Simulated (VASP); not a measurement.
A run of VASP 6.6.1:

File INCAR:

```
SYSTEM = WC
PREC     = Accurate       ! precision mode
ENCUT    = 520            ! plane-wave cutoff, eV
EDIFF    = 1E-7           ! SCF threshold, eV
ISMEAR   = -1             ! smearing method
SIGMA    = 0.08           ! smearing width, eV
LREAL    = .False.        ! projectors in reciprocal space
LASPH    = .True.         ! aspherical terms in the spheres
NELM     = 60             ! most SCF steps
ALGO     = Normal         ! electronic algorithm
ISIF     = 2              ! what is computed and relaxed
LWAVE    = .False.        ! write WAVECAR
LCHARG   = .True.         ! write CHGCAR
GGA      = PE             ! functional
LELF     = .True.         ! ELF
LVHAR    = .True.       
NBANDS   = 26             ! bands
```

The input KPOINTS:

```
Automatic mesh
0
Gamma
  11 11 6
  0 0 0
```

POSCAR

```
WC
1.0
    2.7599038113      0.0000000000      0.0000000000
   -1.3799519057      2.3901468126      0.0000000000
    0.0000000000      0.0000000000      5.5400428244
W C
2 2
Direct
    0.0000000000      0.0000000000      0.0000000000
    0.0000000000      0.0000000000      0.5000000000
    0.3333333333      0.6666666667      0.2500000000
    0.6666666667      0.3333333333      0.7500000000
```

Potentials or basis: VASP PAW PBE potentials, release 64 (W_sv, C).

Run with:

```sh
$ cat potpaw_PBE.64/W_sv/POTCAR potpaw_PBE.64/C/POTCAR > POTCAR
$ mpirun -np 1 vasp_std > vasp.out
```

Hardware: 1 thread of Intel Xeon 8259CL, on a shared host.

Question: Estimate the wall time of this run.

Answer: Run time: 74 s on 1 thread of Intel Xeon 8259CL (shared host), peak memory 0.2 GiB. Counts: scf iterations 14, k points 64.
